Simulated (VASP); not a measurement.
Wanted: the native input for a VASP 6.6.1 run.

```yaml
Task: single point
Functional: PBE
Potentials_or_basis: VASP PAW PBE potentials, release 64 (Yb)
Cutoff: 520 eV
k_mesh: 14 × 14 × 14
Occupations: fermi-dirac, width 0.08 eV
Spin: no spin polarisation
Dipole_correction: no
Further_INCAR_settings: ALGO = Normal; EDIFF = 1e-06; NBANDS = 18
```

The structure of Yb lies in POSCAR:

```
Yb
1.0
    0.0000000000      2.0728166903      2.0728166903
    2.0728166903      0.0000000000      2.0728166903
    2.0728166903      2.0728166903      0.0000000000
Yb
1
Direct
    0.0000000000      0.0000000000      0.0000000000
```

This cell differs from its parent crystal: volume scaled by 0.5.

The input as run:

INCAR

```
PREC     = Accurate       # precision mode
ENCUT    = 520            # plane-wave cutoff, eV
EDIFF    = 1E-6           # SCF threshold, eV
ISMEAR   = -1             # smearing method
SIGMA    = 0.08           # smearing width, eV
LREAL    = F              # projectors in reciprocal space
LASPH    = T              # aspherical terms in the spheres
NELM     = 80             # most SCF steps
ALGO     = Normal         # electronic algorithm
ISIF     = 2              # what is computed and relaxed
LWAVE    = F              # write WAVECAR
LCHARG   = F              # write CHGCAR
GGA      = PE             # functional
NBANDS   = 18             # bands
```

KPOINTS

```
Automatic mesh
0
Gamma
  14 14 14
```

Potentials or basis: VASP PAW PBE potentials, release 64 (Yb).

Command:

```console
$ cat potpaw_PBE.64/Yb/POTCAR > POTCAR
$ mpirun -np 1 vasp_std > vasp.out
```

Results of the run:

```json
{
 "Pressure": "43.9 GPa",
 "Band gap on the k mesh": "zero (band 12 reaches 4.49 eV, above the bottom of band 13 at 3.66 eV)"
}
```

Caveat: spin-orbit coupling is left out, which moves the levels of the heavy elements.

It took 41 s on 1 thread of AMD EPYC 9R45 96-Core Processor (Zen 5), with other jobs on the host, peak memory 0.15 GiB.
